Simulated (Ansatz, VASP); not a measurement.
## LiF in VASP and in Ansatz

```
Li F
1.0
     3.08101    0.00000    0.00000
    -1.54051    2.66824    0.00000
     0.00000    0.00000    4.78534
Li F
2 2
Direct
  0.33333 0.66667 0.99257
  0.66667 0.33333 0.49257
  0.33333 0.66667 0.38243
  0.66667 0.33333 0.88243
```

Alike in both runs: task single point; functional HSE06; k mesh 6 × 6 × 2; no spin polarisation.

```csv
,VASP,Ansatz
version,VASP 6.6.1,Ansatz 0.2.0
potentials or method,"VASP PAW PBE potentials, release 64 (Li_sv, F)","plane waves, PAW"
plane-wave cutoff (eV),520,420
occupations,"gaussian, width 0.01 eV",fixed
valence electrons in the cell,20,20
```

```csv
,VASP,Ansatz,Ansatz less VASP
gap on the k mesh at the Fermi level (eV),10.00,10.03,+0.023
```

Ansatz's warnings: stress exchange threshold loose, stress scf threshold loose.

The k mesh is coarse, so the values compare programs but aren't converged. Noted on VASP's run: the cutoff is short for stress, so the pressure is rough.
